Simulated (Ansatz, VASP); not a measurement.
KTaO3: VASP beside Ansatz

Contents of POSCAR:

```
KTaO3
1.0
    3.9628007900      0.0000000000      0.0000000000
    0.0000000000      3.9628007900      0.0000000000
    0.0000000000      0.0000000000      3.9628007900
K Ta O
1 1 3
Direct
    0.5000000000      0.5000000000      0.5000000000
    0.0000000000      0.0000000000      0.0000000000
    0.5000000000      0.0000000000      0.0000000000
    0.0000000000      0.5000000000      0.0000000000
    0.0000000000      0.0000000000      0.5000000000
```

The input INCAR.step1:

```
  ALGO = Normal
  EDIFF = 1E-4
  ENCUT = 520
  GGA = PE
  ISMEAR = -1
  LASPH = True
  LCHARG = False
  LREAL = False
  LWAVE = True
  NELM = 100
  PREC = Accurate
  SIGMA = 0.02
```

INCAR.step2

```
  ALGO = Normal
  EDIFF = 1E-7
  EDIFFG = -0.01
  ENCUT = 520
  IBRION = 2
  ISIF = 2
  ISMEAR = -1
  ISTART = 1
  LASPH = True
  LCHARG = False
  LMIXTAU = True
  LREAL = False
  LWAVE = False
  METAGGA = R2SCAN
  NELM = 100
  NSW = 50
  PREC = Accurate
  SIGMA = 0.02
```

Contents of KPOINTS:

```
k-points
0
Gamma
  8 8 8
```

Input for Ansatz:

```yaml
crystal:
  lattice:
    - [3.96280079, 0.0, 0.0]
    - [0.0, 3.96280079, 0.0]
    - [0.0, 0.0, 3.96280079]
  atoms:
    - { symbol: K, position: [0.5, 0.5, 0.5] }
    - { symbol: Ta, position: [0.0, 0.0, 0.0] }
    - { symbol: O, position: [0.5, 0.0, 0.0] }
    - { symbol: O, position: [0.0, 0.5, 0.0] }
    - { symbol: O, position: [0.0, 0.0, 0.5] }
  symmetry: { tolerance: 0.0003 }
hamiltonian:
  xc: r2scan
  pseudopotentials: { kind: paw, azcp: { folder: soft_1 } }
basis:
  ecutwfc: 500
magnetization:
  spin_polarized: false
scf:
  occupations: { method: fermi_dirac, width: 0.02 }
kpoints:
  mp_grid: { grid: [8, 8, 8], shift: [0, 0, 0] }
  band_path:
    path:
      - [0.0, 0.0, 0.0]
      - [0.0, 0.5, 0.0]
      - [0.5, 0.5, 0.0]
      - [0.0, 0.0, 0.0]
      - [0.5, 0.5, 0.5]
      - [0.0, 0.5, 0.0]
      - [0.5, 0.5, 0.5]
      - [0.5, 0.5, 0.0]
    npoints: 10
output:
  forces: true
  stress: true
  eigenvalues: true
  write_potential: true
  elf: true
  volumetric_format: npy
  dos: { e_range: [-12, 8], de: 0.05 }
relax:
  max_steps: 30
```

Alike in both runs: task relaxation of the atoms; functional r2SCAN; k mesh 8 × 8 × 8; occupations fermi-dirac, width 0.02 eV; no spin polarisation.

|  | VASP | Ansatz |
| --- | --- | --- |
| version | VASP 6.6.1 | Ansatz 0.2.0 |
| potentials or method | VASP PAW PBE potentials, release 64 (K_sv, Ta_pv, O), cutoff 520 eV | PAW plane waves |
| valence electrons in the cell | 38 | 40 |

|  | VASP | Ansatz | Ansatz less VASP |
| --- | --- | --- | --- |
| gap on the k mesh at the Fermi level, each at its own relaxed structure (eV) | 2.65 | 2.69 | +0.046 |

VASP's potentials were made for PBE, not for r2SCAN. VASP's potentials hold 38 valence electrons a cell and Ansatz's 40, so a difference there can come from the potentials and not from the codes. Ansatz's warnings: stress scf threshold loose.

Spin-orbit coupling is off throughout. Noted on VASP's run: the relaxation stopped at its first step, so nothing moved.
